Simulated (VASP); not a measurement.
Runs of VASP 6.6.1 on SrCd. The structure is that of space group Pm-3m (No. 221), or close to it. The cells are those of the table. 

```csv
task,cell,gap on the mesh (eV),pressure (GPa)
electric field gradients,"a = 4.030 Å, 2 atoms",none,-2.4
electric field gradients,"a = 4.003, b = 4.003, c = 3.923 Å, 2 atoms",none,-1.5
electric field gradients,"a = 3.949 Å, 2 atoms",none,(a)
single point,"a = 3.963, b = 3.963, c = 4.003 Å, 2 atoms",none,-1.5
```

Alike in all rows: level LDA; potentials or basis VASP PAW LDA potentials, release 64 (Sr_sv, Cd); no spin polarisation; k mesh 10 × 10 × 10; cutoff (eV) 520; smearing fermi-dirac 0.08 eV.

Problem. Fill in the values left out.

Solution. (a) -0.9.

A k mesh can miss the band edges, and the runs leave out spin-orbit coupling on Cd, Sr.

A gap of «none» marks levels without a gap at the run's occupations.
